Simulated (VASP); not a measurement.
Write the native input for VASP 6.6.1 that does the following.

```
Task                   : single point
Functional             : PBEsol
Potentials or basis    : VASP PAW PBE potentials, release 64 (W_sv, S)
Cutoff                 : 520 eV
k mesh                 : 12 × 12 × 2
Occupations            : gaussian, width 0.05 eV
Spin                   : no spin polarisation
Dipole correction      : no
Further INCAR settings : ALGO = Normal; EDIFF = 1e-06; NBANDS = 35
```

The structure of WS2 lies in POSCAR:

```
WS2
1.0
    3.0599748907      0.0000000000      0.0000000000
   -1.5299874454      2.6500159903      0.0000000000
    0.0000000000      0.0000000000     12.3485284809
W S
2 4
Direct
    0.3333333333      0.6666666667      0.2500000000
    0.6666666667      0.3333333333      0.7500000000
    0.3333333333      0.6666666667      0.6462389580
    0.6666666667      0.3333333333      0.1462389580
    0.3333333333      0.6666666667      0.8537610420
    0.6666666667      0.3333333333      0.3537610420
```

This cell differs from its parent crystal: atoms shifted along a free coordinate.

These files were run (other wordings do the same):

INCAR

```
  ALGO = Normal
  EDIFF = 1E-6
  ENCUT = 520
  GGA = PS
  ISIF = 2
  ISMEAR = 0
  LASPH = T
  LCHARG = F
  LREAL = F
  LWAVE = F
  NBANDS = 35
  NELM = 100
  PREC = Accurate
  SIGMA = 0.05
```

KPOINTS

```
k-points
0
Gamma
  12 12 2
```

Potentials or basis: VASP PAW PBE potentials, release 64 (W_sv, S).

Run with:

```bash
$ cat potpaw_PBE.64/W_sv/POTCAR potpaw_PBE.64/S/POTCAR > POTCAR
$ mpirun -np 1 vasp_std > vasp.out
```

It gave:

* Pressure: 61.0 GPa
* Largest force: 9.821 eV/Å
* Band gap on the k mesh: zero (bands 26 and 27 overlap by 1.04 eV)

Caveat: the cell differs from its parent crystal (atoms shifted along a free coordinate); the cell stands under pressure; the PAW data sets were made with another functional, which shifts forces and pressure a little; spin-orbit coupling is left out, which moves the levels of the heavy elements; this functional lacks dispersion, which binds the layers, so the pressure and a relaxed spacing across them are unreliable.

It took 92 s on 1 thread of Intel(R) Xeon(R) Platinum 8259CL CPU @ 2.50GHz (Skylake/Cascade Lake), with other jobs on the host, peak memory 0.28 GiB.
